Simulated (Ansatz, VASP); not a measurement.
# PtPb in VASP and in Ansatz

INCAR

```
SYSTEM = PtPb
  ALGO = Normal
  EDIFF = 1E-6
  ENCUT = 520
  ISIF = 2
  ISMEAR = -1
  LASPH = .TRUE.
  LCHARG = .FALSE.
  LREAL = .FALSE.
  LWAVE = .FALSE.
  NBANDS = 32
  NELM = 100
  PREC = Accurate
  SIGMA = 0.05
```

Contents of KPOINTS:

```
k-points
0
G
  10 10 7
  0 0 0
```

POSCAR

```
PtPb
1.0
    4.3059283585      0.0000000000      0.0000000000
   -2.1529641793      3.7290433454      0.0000000000
    0.0000000000      0.0000000000      5.5277977072
Pt Pb
2 2
Direct
    0.3333333333      0.6666666667      0.2500000000
    0.6666666667      0.3333333333      0.7500000000
    0.0000000000      0.0000000000      0.0000000000
    0.0000000000      0.0000000000      0.5000000000
```

Input for Ansatz:

```yaml
crystal:
  lattice:
    - [4.3059283585, 0.0, 0.0]
    - [-2.1529641793, 3.7290433454, 0.0]
    - [0.0, 0.0, 5.5277977072]
  atoms:
    - { symbol: Pt, position: [0.3333333333, 0.6666666667, 0.25] }
    - { symbol: Pt, position: [0.6666666667, 0.3333333333, 0.75] }
    - { symbol: Pb, position: [0.0, 0.0, 0.0] }
    - { symbol: Pb, position: [0.0, 0.0, 0.5] }
kpoints:
  mp_grid: { grid: [10, 10, 7] }
  band_path:
    path:
      - [0.0, 0.0, 0.0]
      - [0.5, 0.0, 0.0]
      - [0.3333333333, 0.3333333333, 0.0]
      - [0.0, 0.0, 0.0]
      - [0.0, 0.0, 0.5]
      - [0.5, 0.0, 0.5]
      - [0.3333333333, 0.3333333333, 0.5]
      - [0.0, 0.0, 0.5]
      - [0.5, 0.0, 0.5]
    npoints: 5
scf:
  occupations: { method: fermi_dirac, width: 0.05 }
hamiltonian:
  xc: lda
  pseudopotentials: { kind: all_electron, lapw: { basis_error: 0.0005 } }
output:
  forces: true
  stress: true
  eigenvalues: true
```

Change from the starting cell: volume scaled by 1.04.

Alike in both runs: task single point; functional LDA; k mesh 10 × 10 × 7; occupations fermi-dirac, width 0.05 eV; no spin polarisation.

|  | VASP | Ansatz |
| --- | --- | --- |
| version | VASP 6.6.1 | Ansatz 0.2.0 |
| potentials or method | VASP PAW LDA potentials, release 64 (Pt, Pb_d), cutoff 520 eV | all-electron LAPW, scalar-relativistic |

```tsv
	VASP	Ansatz	Ansatz less VASP
pressure (GPa)	2.1	1.9	-0.24
traceless stress, the component that is largest in VASP (GPa)	16.04	16.07	+0.029
```

LDA's correlation is that of Perdew and Zunger in VASP and of Perdew and Wang (1992) in Ansatz. Ansatz ran all-electron here, and VASP with PAW potentials.

Neither program's run includes spin-orbit coupling.
